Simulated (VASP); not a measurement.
# CdS (P6_3mc) in VASP: notebook

CdS is run at these levels: PBEsol; tasks: single point, relaxation of the atoms.

Program: VASP 6.6.1. These are calculated values, not measurements. Logs are shortened: lines on timing, memory, paths and dates and some standing lists are left out, and cuts for length are marked.

**1. The cell of the first run**

It takes space group P6_3mc (No. 186, hexagonal). The conventional cell has a = 4.166 Å, b = 4.166 Å, c = 6.655 Å, α = 90.00°, β = 90.00°, γ = 120.00°. Within 3.3 Å of Cd (site symmetry 3m) lie 4 S at 2.53 Å. Within 3.3 Å of S (site symmetry 3m) lie 4 Cd at 2.53 Å.

**2. Single point, PBEsol (strained cell)**

File INCAR:

```
SYSTEM = CdS
  PREC = Accurate
  ENCUT = 520
  EDIFF = 1E-6
  ISMEAR = 0
  SIGMA = 0.02
  LREAL = .FALSE.
  LASPH = .TRUE.
  NELM = 80
  ALGO = Normal
  ISIF = 2
  LWAVE = .FALSE.
  LCHARG = .FALSE.
  GGA = PS
  NBANDS = 26
```

File KPOINTS:

```
Automatic mesh
0
G
  6 6 4
  0 0 0
```

File POSCAR:

```
CdS
1.0
    4.1662911592      0.0000000000      0.0000000000
   -2.0831455796      3.6081139834      0.0000000000
    0.0000000000      0.0000000000      6.6545416084
Cd S
2 2
Direct
    0.3333333333      0.6666666667     -0.0019123180
    0.6666666667      0.3333333333      0.4980876820
    0.3333333333      0.6666666667      0.3789123180
    0.6666666667      0.3333333333      0.8789123180
```

Potentials or basis: VASP PAW PBE potentials, release 64 (Cd, S).

Launch:

```sh
$ cat potpaw_PBE.64/Cd/POTCAR potpaw_PBE.64/S/POTCAR > POTCAR
$ mpirun -np 1 vasp_std > vasp.out
```

OUTCAR:

```text
SYSTEM = CdS
   PREC = Accurate
   ENCUT = 520
   EDIFF = 1E-6
   ISMEAR = 0
   LREAL = .FALSE.
   LASPH = .TRUE.
   NELM = 80
   ISIF = 2
   GGA = PS

 ion  position               nearest neighbor table
   1  0.333  0.667  0.998-   4 2.53   4 2.53   4 2.53   3 2.53
   2  0.667  0.333  0.498-   3 2.53   3 2.53   3 2.53   4 2.53
   3  0.333  0.667  0.379-   2 2.53   2 2.53   2 2.53   1 2.53
   4  0.667  0.333  0.879-   1 2.53   1 2.53   1 2.53   2 2.53

  LATTYP: Found a hexagonal cell.
 ALAT       =     4.1662911592
 C/A-ratio  =     1.5972339316

  Lattice vectors:

 A1 = (   4.1662911592,   0.0000000000,   0.0000000000)
 A2 = (  -2.0831455796,   3.6081139834,   0.0000000000)
 A3 = (   0.0000000000,   0.0000000000,   6.6545416084)

Analysis of symmetry for initial positions (statically):
=====================================================================
 Subroutine PRICEL returns:
 Original cell was already a primitive cell.

 Routine SETGRP: Setting up the symmetry group for a
 hexagonal supercell.

 Subroutine GETGRP returns: Found 12 space group operations
 (whereof  6 operations were pure point group operations)
 out of a pool of 24 trial point group operations.

The static configuration has the point symmetry C_3v.
 The point group associated with its full space group is C_6v.

Analysis of symmetry for dynamics (positions and initial velocities):
=====================================================================
 Subroutine PRICEL returns:
 Original cell was already a primitive cell.

 Routine SETGRP: Setting up the symmetry group for a
 hexagonal supercell.

 Subroutine GETGRP returns: Found 12 space group operations
 (whereof  6 operations were pure point group operations)
 out of a pool of 24 trial point group operations.

The dynamic configuration has the point symmetry C_3v.
 The point group associated with its full space group is C_6v.

 Subroutine INISYM returns: Found 12 space group operations
 (whereof  6 operations are pure point group operations),
 and found     1 'primitive' translations

----------------------------------------------------------------------------------------

                                     Primitive cell

  volume of cell :     100.0341

  direct lattice vectors                    reciprocal lattice vectors
     4.166291159  0.000000000  0.000000000     0.240021631  0.138576553  0.000000000
    -2.083145580  3.608113983  0.000000000     0.000000000  0.277153107  0.000000000
     0.000000000  0.000000000  6.654541608     0.000000000  0.000000000  0.150273311

  length of vectors
     4.166291159  4.166291159  6.654541608     0.277153107  0.277153107  0.150273311

  position of ions in fractional coordinates (direct lattice)
     0.333333333  0.666666667  0.998087682
     0.666666667  0.333333333  0.498087682
     0.333333333  0.666666667  0.378912318
     0.666666667  0.333333333  0.878912318

  ion indices of the primitive-cell ions
   primitive index   ion index
                 1           1
                 2           2
                 3           3
                 4           4

----------------------------------------------------------------------------------------

 KPOINTS: Automatic mesh

Automatic generation of k-mesh.
 Grid dimensions read from file:
 generate k-points for:    6    6    4

 Generating k-lattice:

  Cartesian coordinates                     Fractional coordinates (reciprocal lattice)
     0.040003605  0.023096092  0.000000000     0.166666667  0.000000000  0.000000000
     0.000000000  0.046192184  0.000000000     0.000000000  0.166666667  0.000000000
     0.000000000  0.000000000  0.037568328     0.000000000  0.000000000  0.250000000

  Length of vectors
     0.046192184  0.046192184  0.037568328

  Shift w.r.t. Gamma in fractional coordinates (k-lattice)
     0.000000000  0.000000000  0.000000000

 Subroutine IBZKPT returns following result:
 ===========================================

 Found     21 irreducible k-points:

 Following reciprocal coordinates:
            Coordinates               Weight
  0.000000  0.000000  0.000000      1.000000
  0.166667 -0.000000  0.000000      6.000000
  0.333333 -0.000000  0.000000      6.000000
  0.500000  0.000000  0.000000      3.000000
  0.166667  0.166667  0.000000      6.000000
  0.333333  0.166667  0.000000     12.000000
[... 13 lines left out ...]
  0.333333  0.166667  0.500000     12.000000
  0.333333  0.333333  0.500000      2.000000
   k-points           NKPTS =     21   k-points in BZ     NKDIM =     21   number of bands    NBANDS=     26
   number of dos      NEDOS =    301   number of ions     NIONS =      4
   total plane-waves  NPLWV =  51200
   dimension x,y,z NGX =    32 NGY =   32 NGZ =   50
   dimension x,y,z NGXF=    64 NGYF=   64 NGZF=  100
   ions per type =               2   2
   NGX,Y,Z   is equivalent  to a cutoff of  12.77, 12.77, 12.49 a.u.
   NGXF,Y,Z  is equivalent  to a cutoff of  25.54, 25.54, 24.98 a.u.
 SYSTEM =  CdS
   PREC   = accura    normal or accurate (medium, high low for compatibility)
   ISTART =      0    job   : 0-new  1-cont  2-samecut
   ICHARG =      2    charge: 1-file 2-atom 10-const
   ISPIN  =      1    spin polarized calculation?
   LNONCOLLINEAR =      F non collinear calculations
   LSORBIT =      F    spin-orbit coupling
   LASPH  =      T    aspherical Exc in radial PAW
   ENCUT  =  520.0 eV  38.22 Ry    6.18 a.u.   7.75  7.75 12.37*2*pi/ulx,y,z
   NELM   =     80;   NELMIN=  2; NELMDL= -5     # of ELM steps
   EDIFF  = 0.1E-05   stopping-criterion for ELM
   LREAL  =      F    real-space projection
   EDIFFG = 0.1E-04   stopping-criterion for IOM
   NSW    =      0    number of steps for IOM
   IBRION =     -1    ionic relax: 0-MD 1-quasi-New 2-CG
   NFREE  =      0    steps in history (QN), initial steepest desc. (CG)
   ISIF   =      2    stress and relaxation
   ISYM   =      2    0-nonsym 1-usesym 2-fastsym
   POTIM  = 0.5000    time-step for ionic-motion
   TEBEG  =    0.0;   TEEND  =   0.0 temperature during run
   PSTRESS=    0.0 pullay stress
   NELECT =      36.0000    total number of electrons
   NUPDOWN=      -1.0000    fix difference up-down
   EMIN   =  10.00;   EMAX   =-10.00  energy-range for DOS
   EFERMI =   0.00;   METHOD = LEGACY
   ISMEAR =     0;   SIGMA  =   0.02  broadening in eV -4-tet -1-fermi 0-gaus
   EFERMI_NEDOS =   21; number of points for ismear=-14 and -15
   IALGO  =     38    algorithm
   IMIX   =      4    mixing-type and parameters
     AMIX     =   0.40;   BMIX     =  1.00
     AMIX_MAG =   1.60;   BMIX_MAG =  1.00
  volume/ion in A,a.u.               =      25.01       168.77
  Fermi-wavevector in a.u.,A,eV,Ry     =   1.164465  2.200519 18.449201  1.355978
  Thomas-Fermi vector in A             =   2.301002
   LORBIT       =      0    0 simple, 1 ext, 2 COOP (PROOUT), +10 PAW based schemes
   GGA     = PS    functional components
   LHFCALC =     F    Hartree Fock is set to
   AEXX    =    0.0000 exact exchange contribution
   IVDW    =     0    specifies the selected vdW correction
   LEPSILON=     F    determine dielectric tensor
   LRPA    =     F    only Hartree local field effects (RPA)
 non-spin polarized calculation
 Gauss-broadening in eV      SIGMA  =   0.02
  energy-cutoff  :      520.00
  volume of cell :      100.03
 maximum number of plane-waves:      2724
 NGX is ok and might be reduce to    32
   NGX = 15   NGY = 15   NGZ = 25

 number of electron      36.0000004 magnetization

 Free energy of the ion-electron system (eV)
  ---------------------------------------------------
  ext. energy  EPLUGINS =         0.00000000
  ---------------------------------------------------
  free energy    TOTEN  =       -13.62718773 eV

  energy without entropy =      -13.62718773  energy(sigma->0) =      -13.62718773

 E-fermi :   1.2409     XC(G=0):  -9.3307

 val. band max:        1.1297021063   @ k =   0.0000   0.0000   0.0000
 cond. band min:       2.2191495139   @ k =   0.0000   0.0000   0.0000
 fundamental gap:      1.0894474075
 Fermi energy:         1.2408846689

 k-point     1 :       0.0000    0.0000    0.0000
  band No.  band energies     occupation
      1     -11.1951      2.00000
      2     -10.7457      2.00000
      3      -6.5315      2.00000
      4      -6.5315      2.00000
      5      -6.5248      2.00000
      6      -6.4492      2.00000
[... 18 lines left out ...]
     25       8.5813      0.00000
     26       8.8134      0.00000

 k-point     2 :       0.1667   -0.0000    0.0000
  band No.  band energies     occupation
      1     -11.1001      2.00000
      2     -10.7065      2.00000
      3      -6.5028      2.00000
      4      -6.4931      2.00000
      5      -6.4533      2.00000
      6      -6.4019      2.00000
[... 18 lines left out ...]
     25       8.5955      0.00000
     26       9.1635      0.00000

 k-point     3 :       0.3333   -0.0000    0.0000
  band No.  band energies     occupation
      1     -10.8939      2.00000
      2     -10.6423      2.00000
      3      -6.4504      2.00000
      4      -6.4334      2.00000
      5      -6.3070      2.00000
      6      -6.2851      2.00000
[... 18 lines left out ...]
     25       9.3516      0.00000
     26       9.9509      0.00000

 k-point     4 :       0.5000    0.0000    0.0000
  band No.  band energies     occupation
      1     -10.7708      2.00000
      2     -10.6296      2.00000
      3      -6.4361      2.00000
      4      -6.4147      2.00000
      5      -6.2323      2.00000
      6      -6.2269      2.00000
[... 18 lines left out ...]
     25       9.5460      0.00000
     26      11.0467      0.00000
[... 409 lines left out ...]
      1     -10.7917      2.00000
      2     -10.7917      2.00000
      3      -6.4074      2.00000
      4      -6.4074      2.00000
      5      -6.3809      2.00000
      6      -6.3809      2.00000
[... 18 lines left out ...]
     25       9.0245      0.00000
     26       9.0245      0.00000

 k-point    20 :       0.3333    0.1667    0.5000
  band No.  band energies     occupation
      1     -10.6885      2.00000
      2     -10.6885      2.00000
      3      -6.3818      2.00000
      4      -6.3818      2.00000
      5      -6.3272      2.00000
      6      -6.3272      2.00000
[... 18 lines left out ...]
     25       9.4802      0.00000
     26       9.4802      0.00000

 k-point    21 :       0.3333    0.3333    0.5000
  band No.  band energies     occupation
      1     -10.6553      2.00000
      2     -10.6553      2.00000
      3      -6.3528      2.00000
      4      -6.3528      2.00000
      5      -6.3234      2.00000
      6      -6.3234      2.00000
[... 18 lines left out ...]
     25      10.3658      0.00000
     26      10.3658      0.00000

------------------------ aborting loop because EDIFF is reached ----------------------------------------

  FORCE on cell =-STRESS in cart. coord.  units (eV):
  Direction    XX          YY          ZZ          XY          YZ          ZX
  --------------------------------------------------------------------------------------
  -------------------------------------------------------------------------------------
  Total       -0.4024738     -0.4024738      0.1481788      0.0000000      0.0000000      0.0000000
  in kB       -6.4461471     -6.4461471      2.3732780      0.0000000      0.0000000      0.0000000
  external PRESSURE =      -3.5063387 kB  Pullay stress =       0.0000000 kB

 VOLUME and BASIS-vectors are now :
 -----------------------------------------------------------------------------
  energy-cutoff  :      520.00
  volume of cell :      100.03
      direct lattice vectors                 reciprocal lattice vectors
     4.166291159  0.000000000  0.000000000     0.240021631  0.138576553  0.000000000
    -2.083145580  3.608113983  0.000000000     0.000000000  0.277153107  0.000000000
     0.000000000  0.000000000  6.654541608     0.000000000  0.000000000  0.150273311

 POSITION                                       TOTAL-FORCE (eV/Angst)
 -----------------------------------------------------------------------------------
     -0.00000      2.40541      6.64182        -0.000000      0.000000     -0.000591
      2.08315      1.20270      3.31455        -0.000000      0.000000     -0.000591
     -0.00000      2.40541      2.52149         0.000000     -0.000000      0.000591
      2.08315      1.20270      5.84876        -0.000000      0.000000      0.000591
 -----------------------------------------------------------------------------------
    total drift:                               -0.000000     -0.000000      0.000560

  FREE ENERGIE OF THE ION-ELECTRON SYSTEM (eV)
  ---------------------------------------------------
  free  energy   TOTEN  =       -13.6271877275 eV

  energy  without entropy=      -13.6271877275  energy(sigma->0) =      -13.62718773
```

Run time: 20 s. Hardware: 1 thread of Intel Xeon 6975P-C (Granite Rapids), shared host; peak memory 0.23 GiB.

Results:

```yaml
Free_energy: -13.6272 eV
Pressure: -0.4 GPa
Band_gap_on_the_k_mesh: 1.09 eV
```

Caveat: the cell differs from its parent crystal (strained cell); the PAW data sets were made with another functional, which shifts forces and pressure a little.

**3. Relaxation of the atoms, PBEsol (strained cell)**

File INCAR:

```
  PREC = Accurate
  ENCUT = 520
  EDIFF = 1E-6
  ISMEAR = 0
  SIGMA = 0.02
  LREAL = F
  LASPH = T
  NELM = 100
  ALGO = Normal
  ISIF = 2
  LWAVE = F
  LCHARG = F
  GGA = PS
  IBRION = 2
  NSW = 60
  EDIFFG = -0.002
```

File KPOINTS:

```
Automatic mesh
0
Gamma
  6 6 4
```

POSCAR: that of step 2 with these lines changed.

```diff
@@ -4,3 +4,3 @@
    -2.0831455796      3.6081139834      0.0000000000
-    0.0000000000      0.0000000000      6.6545416084
+    0.0000000000      0.0000000000      6.6439080902
 Cd S
```

Potentials or basis: VASP PAW PBE potentials, release 64 (Cd, S).

Launch:

```sh
$ cat potpaw_PBE.64/Cd/POTCAR potpaw_PBE.64/S/POTCAR > POTCAR
$ mpirun -np 1 vasp_std > vasp.out
```

Wall time 27 s (1 thread of Intel Xeon 6975P-C (Granite Rapids), shared host); peak memory 0.23 GiB.

Results (log left out):

- Free energy: -13.6268 eV
- Energy gained by relaxing: 0.0 meV/atom
- Ionic steps: 3
- Pressure after relaxing: -0.3 GPa
- Band gap on the k mesh: 1.09 eV

Stress tensor (GPa, compression positive):
```
-0.57  0.00  0.00
 0.00 -0.57  0.00
 0.00  0.00  0.38
```

The path:
```csv
step,energy change (eV),largest force (eV/Å),pressure (GPa)
1,0.0000,0.0129,-0.15
2,-0.0001,0.0075,-0.26
3,-0.0001,0.0017,-0.25
```

Final structure:
```xyz
4
Lattice="4.1663 0.0000 0.0000 -2.0831 3.6081 0.0000 0.0000 0.0000 6.6439" Properties=species:S:1:pos:R:3 pbc="T T T"
Cd    0.0000    2.4054    6.6297
Cd    2.0831    1.2027    3.3078
S     0.0000    2.4054    2.5189
S     2.0831    1.2027    5.8409
```

Levels at points of the mesh, in eV from the valence-band top:
```tsv
k point	band 16	band 17	band 18	band 19	band 20	band 21
(0.00, 0.00, 0.00)	-0.01	-0.01	0.00	1.09	2.53	6.30
(0.50, 0.00, 0.00)	-1.94	-1.27	-0.78	3.65	3.67	5.07
(0.00, 0.00, 0.50)	-0.42	-0.42	-0.42	2.71	2.71	6.12
(0.50, 0.00, 0.50)	-1.39	-1.26	-1.26	3.41	3.41	5.27
```

Caveat: the cell differs from its parent crystal (strained cell); the PAW data sets were made with another functional, which shifts forces and pressure a little.
